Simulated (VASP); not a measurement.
MnO2:

```
Mn O
1.0
     2.85496    0.00000    0.00000
    -1.42748    2.47246    0.00000
     0.00000    0.00000   10.22174
Mn O
2 4
Direct
  0.00000 0.00000 0.50000
  0.00000 0.00000 0.00000
  0.66667 0.33333 0.40686
  0.66667 0.33333 0.09314
  0.33333 0.66667 0.59314
  0.33333 0.66667 0.90686
```

Base run:

- Program: VASP 6.6.1
- Functional: LDA
- Potentials or basis: VASP PAW LDA potentials, release 64 (Mn_pv, O)
- Cutoff: 520 eV
- k mesh: 11 × 11 × 3
- Occupations: fermi-dirac, width 0.05 eV
- Spin: collinear spin, ferromagnetic start
- Starting moments: [4.0, 4.0, 0.0, 0.0, 0.0, 0.0] μB

Its results: band gap on the k mesh 0.38 eV (least direct gap 0.40 eV); pressure -7.4 GPa; net moment 6.00 μB per cell; site moments Mn +2.78; O +0.06 μB; largest force 0.517 eV/Å.

Task: The run is repeated on the same cell with these changes: functional from LDA to PBEsol; potentials or basis from VASP PAW LDA potentials, release 64 (Mn_pv, O) to VASP PAW PBE potentials, release 64 (Mn_pv, O). What comes out?

Result: Band gap on the k mesh 0.77 eV (least direct gap 0.81 eV); pressure -1.4 GPa; net moment 6.00 μB per cell; site moments Mn +2.84; O +0.04 μB; largest force 0.108 eV/Å.

Caveats: an odd mesh through Γ misses points on the zone boundary, where band edges can lie; only a ferromagnetic start was run, and an antiferromagnetic order may lie lower in energy; the cell stands under tension (at least some runs); the PAW data sets were made with another functional, which shifts forces and pressure a little (at least some runs).
